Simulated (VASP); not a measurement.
Runs of VASP 6.6.1 on Sb. The structure is that of space group P6_3/mmc (No. 194), or close to it. The cells are those of the table. This isn't the form of Sb at room conditions, which is rhombohedral.

```csv
cell,gap on the mesh (eV),pressure (GPa),largest force (eV/Å)
"a = 3.358, b = 3.358, c = 5.312 Å, angles 90.0, 90.0, 120.0°, 2 atoms",none,0.5,-
"a = 3.435, b = 3.435, c = 5.435 Å, angles 90.0, 90.0, 120.0°, 2 atoms",none,-3.7,-
"a = 3.436, b = 3.436, c = 5.330 Å, angles 90.0, 90.0, 120.0°, 2 atoms",none,-2.7,-
"a = 3.369, b = 3.384, c = 5.330 Å, angles 90.2, 90.6, 120.4°, 2 atoms",none,-0.2,0.02
"a = 3.335, b = 3.335, c = 5.330 Å, angles 90.0, 90.0, 120.0°, 2 atoms",none,(a),-
"a = 3.369, b = 3.369, c = 5.437 Å, angles 90.0, 90.0, 120.0°, 2 atoms",none,-1.5,-
"a = 3.391, b = 3.391, c = 5.365 Å, angles 90.0, 90.0, 120.0°, 2 atoms",none,-1.5,-
"a = 3.369, b = 3.340, c = 5.331 Å, angles 89.6, 88.8, 119.1°, 2 atoms",none,-0.2,0.03
```

Alike in all rows: task electric field gradients; level PBEsol; potentials or basis VASP PAW PBE potentials, release 64 (Sb); no spin polarisation; k mesh 12 × 12 × 7; cutoff (eV) 520; smearing fermi-dirac 0.05 eV.

Task: Estimate the missing entries.

Result: (a) 1.3.

Caveats: the PAW data sets were made with another functional, which shifts forces and pressure a little; spin-orbit coupling is left out, which moves the levels of the heavy elements; the cell stands under tension (at least some runs).

A k mesh can miss the band edges, and the runs leave out spin-orbit coupling on Sb.

A gap of «none» marks levels without a gap at the run's occupations.
